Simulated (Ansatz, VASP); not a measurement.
**Two plane-wave programs on Hf2ZrGe3**

```
Zr Hf Ge
1.0
     9.00687    0.00000    0.00000
    -4.50343    7.80017    0.00000
     0.00000    0.00000    2.70771
Zr Hf Ge
1 2 3
Direct
  0.00000 0.00000 0.00000
  0.33333 0.66667 0.50000
  0.66667 0.33333 0.50000
  0.50000 0.00000 0.50000
  0.00000 0.50000 0.50000
  0.50000 0.50000 0.50000
```

Alike in both runs: functional PBE; k mesh 3 × 3 × 4; occupations gaussian, width 0.2 eV; no spin polarisation.

Ansatz relaxed the structure, and its values are those at the end. VASP's run is a single point on that final structure, the one shown.

```csv
,VASP,Ansatz
version,VASP 6.6.1,Ansatz 0.2.0
potentials or method,"VASP PAW PBE potentials, release 64 (Zr_sv, Hf_pv, Ge_d), cutoff 500 eV","scalar-relativistic, plane waves, PAW"
valence electrons in the cell,74,106
```

|  | VASP | Ansatz | Ansatz less VASP |
| --- | --- | --- | --- |
| gap on the k mesh at the Fermi level (eV) | none | none | - |
| pressure (GPa) | 0.5 | 0.6 | +0.07 |

A gap of «none» marks a metal or a gap that the smearing closes. VASP's potentials hold 74 valence electrons a cell and Ansatz's 106, so a difference there can come from the potentials and not from the codes.

The k mesh is coarse, so the values compare programs but aren't converged. Spin-orbit coupling is off throughout.
